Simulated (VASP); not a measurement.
Wanted: the native input for a VASP 6.6.1 run.

```yaml
Task: relaxation of cell and atoms
Functional: PBE
Dispersion: D3(BJ)
Potentials_or_basis: VASP PAW PBE potentials, release 64 (Cu)
Cutoff: 600 eV
k_mesh: 10 × 10 × 10
Occupations: gaussian, width 0.1 eV
Spin: no spin polarisation
Dipole_correction: no
Further_INCAR_settings: ALGO = Normal; EDIFF = 1e-06; IBRION = 2; EDIFFG = -0.05; NSW = 100; ISIF = 3
```

The structure of Cu lies in POSCAR:

```
Cu
1.0
    0.0000000000      1.8250000000      1.8250000000
    1.8250000000      0.0000000000      1.8250000000
    1.8250000000      1.8250000000      0.0000000000
Cu
1
Direct
    0.0000000000      0.0000000000      0.0000000000
```

One way to write it, as run:

INCAR

```
SYSTEM = Cu
PREC = Accurate ; ENCUT = 600
EDIFF = 1E-6 ; ISMEAR = 0
SIGMA = 0.1 ; LREAL = .False.
LASPH = .True. ; NELM = 100
ALGO = Normal ; ISIF = 3
LWAVE = .False. ; LCHARG = .False.
GGA = PE ; IVDW = 12
IBRION = 2 ; NSW = 100
EDIFFG = -0.05
```

KPOINTS

```
Automatic mesh
0
Gamma
  10 10 10
  0 0 0
```

Potentials or basis: VASP PAW PBE potentials, release 64 (Cu).

Run with:

```console
$ cat potpaw_PBE.64/Cu/POTCAR > POTCAR
$ mpirun -np 1 vasp_std > vasp.out
```

Results of the run:

```
Relaxed volume                         : 11.35 Å³/atom
Relaxed cell                           : a = 2.523 Å, b = 2.523 Å, c = 2.523 Å, α = 60.00°, β = 60.00°, γ = 60.00°
Space group after relaxing (to 0.05 Å) : Fm-3m (No. 225)
Energy gained by relaxing              : 24.9 meV/atom
Ionic steps                            : 3
Pressure after relaxing                : 0.0 GPa
Dispersion energy per atom             : -0.608 eV
```

Caveat: pairwise dispersion overbinds metals, which lowers pressure and volume.

Wall time 8.8 s on 1 thread of Intel(R) Xeon(R) Platinum 8488C (Sapphire Rapids), on a shared host, peak memory 0.15 GiB.
